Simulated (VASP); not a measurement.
The system is Ge.

```
Ge
1.0
     3.99759    0.00000    0.00000
    -1.99879    3.46201    0.00000
     0.00000    0.00000    6.59938
Ge
4
Direct
  0.33333 0.66667 0.93710
  0.66667 0.33333 0.43710
  0.33333 0.66667 0.56290
  0.66667 0.33333 0.06290
```

```yaml
Program: VASP 6.6.1
Task: relaxation of cell and atoms
Functional: BLYP
Dispersion: D3(BJ)
Potentials_or_basis: VASP PAW PBE potentials, release 64 (Ge_d)
Cutoff: 600 eV
k_mesh: 8 × 8 × 4
Occupations: fermi-dirac, width 0.05 eV
Spin: no spin polarisation
```

At the start: pressure 1.8 GPa; volume 22.83 Å³/atom.

Q: Where does the relaxation end?

A: Over 5 steps the energy falls by 3.9 meV/atom and the volume is 23.53 Å³/atom (+3.0 %); space group P6_3/mmc (No. 194, to 0.05 Å).

Step by step:
| step | energy change (eV) | largest force (eV/Å) | pressure (GPa) | volume (Å³) |
| --- | --- | --- | --- | --- |
| 1 | 0.0000 | 0.0388 | 1.80 | 91.33 |
| 2 | -0.0147 | 0.0177 | -0.28 | 94.77 |
| 3 | -0.0155 | 0.0066 | -0.06 | 94.19 |
| 4 | -0.0155 | 0.0044 | 0.05 | 94.09 |
| 5 | -0.0155 | 0.0054 | -0.01 | 94.10 |

Final structure:
```
Ge
1.0
     4.03644    0.00000    0.00000
    -2.01822    3.49566    0.00000
     0.00000    0.00000    6.66916
Ge
4
Cartesian
  0.0000 2.3304 6.2484
  2.0182 1.1652 2.9138
  0.0000 2.3304 3.7554
  2.0182 1.1652 0.4208
```

Caveat: the PAW data sets were made with another functional, which shifts forces and pressure a little.
